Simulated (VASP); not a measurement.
Runs of VASP 6.6.1 on Mo. The structure is that of space group Im-3m (No. 229), or close to it. The cells are those of the table. 

```tsv
task	cell	k mesh	cutoff (eV)	smearing	gap on the mesh (eV)	pressure (GPa)
single point	a = 2.695 Å, angles 109.5°, 1 atom	8 × 8 × 8	520	gaussian 0.1 eV	none	(a)
single point	a = 2.694 Å, angles 109.5°, 1 atom	16 × 16 × 16	520	gaussian 0.1 eV	none	1.2
relaxation of cell and atoms	relaxed from a = 2.695 Å, angles 109.5°, 1 atom	16 × 16 × 16	600	gaussian 0.1 eV	none	0.0
single point	a = 2.695 Å, angles 109.5°, 1 atom	16 × 16 × 16	520	fermi-dirac 0.15 eV	none	1.1
```

Alike in all rows: level LDA; potentials or basis VASP PAW LDA potentials, release 64 (Mo_sv); no spin polarisation.

Fill in the values left out.

(a) 1.3.

A k mesh can miss the band edges, and the runs leave out spin-orbit coupling on Mo.

A gap of «none» marks levels without a gap at the run's occupations.
